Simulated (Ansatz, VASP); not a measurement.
One calculation of BN, two programs

```xyz
8
Lattice="0.0000 0.0000 4.3377 2.5077 3.3395 2.1688 -2.5077 3.3395 2.1688" Properties=species:S:1:pos:R:3 pbc="T T T"
B     1.2538    3.3395    4.3381
B    -1.2538    3.3395    4.3381
B     0.0000    3.3395    2.1693
B     2.5077    3.3395    2.1693
N     1.1124    3.1981    2.8915
N    -1.2538    3.3395    2.8915
N     0.0000    3.3395    5.0603
N     0.0000    0.0000    2.8915
```

Alike in both runs: task single point; functional PBE; dispersion D3(BJ); k mesh 6 × 6 × 6; occupations gaussian, width 0.05 eV; no spin polarisation.

|  | VASP | Ansatz |
| --- | --- | --- |
| version | VASP 6.6.1 | Ansatz 0.2.0 |
| potentials or method | VASP PAW PBE potentials, release 64 (B, N), cutoff 520 eV | scalar-relativistic, plane waves, PAW |
| valence electrons in the cell | 32 | 32 |

Ansatz gave:

| Item | Value |
| --- | --- |
| gap on the k mesh at the Fermi level (eV) | 3.63 |
| least direct gap on the mesh (eV) | 3.88 |
| pressure (GPa) | 1.5 |
| traceless stress, the component that is largest in VASP (GPa) | 3.93 |
| rms of the force components (eV/Å) | 1.849 |

Task: Estimate VASP's values.

Result: gap on the k mesh at the Fermi level (eV): 3.62; least direct gap on the mesh (eV): 3.87; pressure (GPa): 1.6; traceless stress, the component that is largest in VASP (GPa): 3.94; rms of the force components (eV/Å): 1.848.

Atom by atom the forces differ by 0.004 eV/Å (rms over components).
